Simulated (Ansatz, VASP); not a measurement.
## Two plane-wave programs on Nb3CdB

```
CELL_PARAMETERS angstrom
4.40334 0.00000 0.00000
0.00000 4.40334 0.00000
0.00000 0.00000 4.40334
ATOMIC_POSITIONS crystal
Nb 0.00000 0.00000 0.50000
Nb 0.50000 0.00000 0.00000
Nb 0.00000 0.50000 0.00000
Cd 0.50000 0.50000 0.50000
B 0.00000 0.00000 0.00000
```

Change from the starting cell: species swapped into the KAgF3 type (Pm-3m, No. 221).

Alike in both runs: functional PBE; k mesh 8 × 8 × 8; occupations gaussian, width 0.1 eV; no spin polarisation.

Ansatz relaxed the structure, and its values are those at the end. VASP's run is a single point on that final structure, the one shown.

```csv
,VASP,Ansatz
version,VASP 6.6.1,Ansatz 0.2.0
potentials or method,"VASP PAW PBE potentials, release 64 (Nb_sv, Cd, B), cutoff 520 eV","scalar-relativistic, plane waves, PAW"
valence electrons in the cell,54,62
```

|  | VASP | Ansatz | Ansatz less VASP |
| --- | --- | --- | --- |
| gap on the k mesh at the Fermi level (eV) | none | none | - |
| pressure (GPa) | -0.1 | 0.0 | +0.09 |

A gap of «none» marks a metal or a gap that the smearing closes. The functional is the same, so the differences come from potentials, cutoffs and numerics. VASP's potentials hold 54 valence electrons a cell and Ansatz's 62, so a difference there can come from the potentials and not from the codes.
